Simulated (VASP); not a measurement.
# ZnCu: single point with PBEsol

Crystal: ZnCu.

```
Zn Cu
1.0
     2.96450    0.00000    0.00000
     0.00000    2.96450    0.00000
     0.00000    0.00000    2.96450
Zn Cu
1 1
Direct
  0.50000 0.50000 0.50000
  0.00000 0.00000 0.00000
```

This cell differs from its parent crystal: volume scaled by 1.02.

| Quantity | Value |
| --- | --- |
| Program | VASP 6.6.1 |
| Task | single point |
| Functional | PBEsol |
| Potentials or basis | VASP PAW PBE potentials, release 64 (Zn, Cu) |
| Cutoff | 520 eV |
| k mesh | 9 × 9 × 9 |
| Occupations | fermi-dirac, width 0.05 eV |
| Spin | no spin polarisation |

```yaml
Pressure: -6.0 GPa
```

Levels at points of the mesh, in eV from the Fermi level:
```tsv
k point	band 9	band 10	band 11	band 12	band 13	band 14
(0.00, 0.00, 0.00)	-2.75	-2.75	-2.75	6.07	6.07	6.07
```

It took 32 s on 1 thread of AMD EPYC 7R13 (shared host), peak memory 0.12 GiB.

Caveat: the PAW data sets were made with another functional, which shifts forces and pressure a little.
